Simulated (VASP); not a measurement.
Here is a VASP 6.6.1 calculation.

The input INCAR:

```
  PREC = Accurate
  ENCUT = 600
  EDIFF = 1E-6
  ISMEAR = -1
  SIGMA = 0.05
  LREAL = False
  LASPH = True
  NELM = 60
  ALGO = Normal
  ISIF = 3
  LWAVE = False
  LCHARG = False
  GGA = PE
  IBRION = 2
  NSW = 80
  EDIFFG = -0.02
```

The input KPOINTS:

```
regular mesh
0
Gamma
  8 8 8
```

POSCAR

```
Si
1.0
    0.0000000000      2.7218511865      2.7218511865
    2.7218511865      0.0000000000      2.7218511865
    2.7218511865      2.7218511865      0.0000000000
Si
2
Direct
    0.5000000000      0.5000000000      0.5000000000
    0.7500000000      0.7500000000      0.7500000000
```

Potentials or basis: VASP PAW PBE potentials, release 64 (Si).

Run with:

```sh
$ cat potpaw_PBE.64/Si/POTCAR > POTCAR
$ mpirun -np 1 vasp_std > vasp.out
```

Problem. Predict the relaxed volume.

Solution. 20.44 Å³/atom.

Problem. Estimate the space group after relaxing (to 0.05 Å).

Solution. Fd-3m (No. 227).

Step by step:
```tsv
step	energy change (eV)	largest force (eV/Å)	pressure (GPa)	volume (Å³)
1	0.0000	0.0000	1.27	40.33
2	-0.0012	0.0000	-0.81	41.27
3	-0.0022	0.0000	0.01	40.89
```
